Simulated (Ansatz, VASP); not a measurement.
# Ta in VASP and in Ansatz

```
CELL_PARAMETERS angstrom
-1.62780 1.62780 1.62780
1.62780 -1.62780 1.62780
1.62780 1.62780 -1.62780
ATOMIC_POSITIONS crystal
Ta 0.00000 0.00000 0.00000
```

Alike in both runs: functional LDA; k mesh 16 × 16 × 16; occupations fermi-dirac, width 0.15 eV; no spin polarisation.

Ansatz relaxed the structure, and its values are those at the end. VASP's run is a single point on that final structure, the one shown.

```csv
,VASP,Ansatz
version,VASP 6.6.1,Ansatz 0.2.0
potentials or method,"VASP PAW LDA potentials, release 64 (Ta_pv), cutoff 520 eV","scalar-relativistic, plane waves, PAW"
valence electrons in the cell,11,13
```

```csv
,VASP,Ansatz,Ansatz less VASP
gap on the k mesh at the Fermi level (eV),none,none,-
pressure (GPa),0.9,0.0,-0.86
```

Ansatz warns that its potentials were made for another functional, while VASP's fit it. LDA's correlation is that of Perdew and Zunger in VASP and of Perdew and Wang (1992) in Ansatz. A gap of «none» marks a metal or a gap that the smearing closes. VASP's potentials hold 11 valence electrons a cell and Ansatz's 13, so a difference there can come from the potentials and not from the codes.

Neither program's run includes spin-orbit coupling.
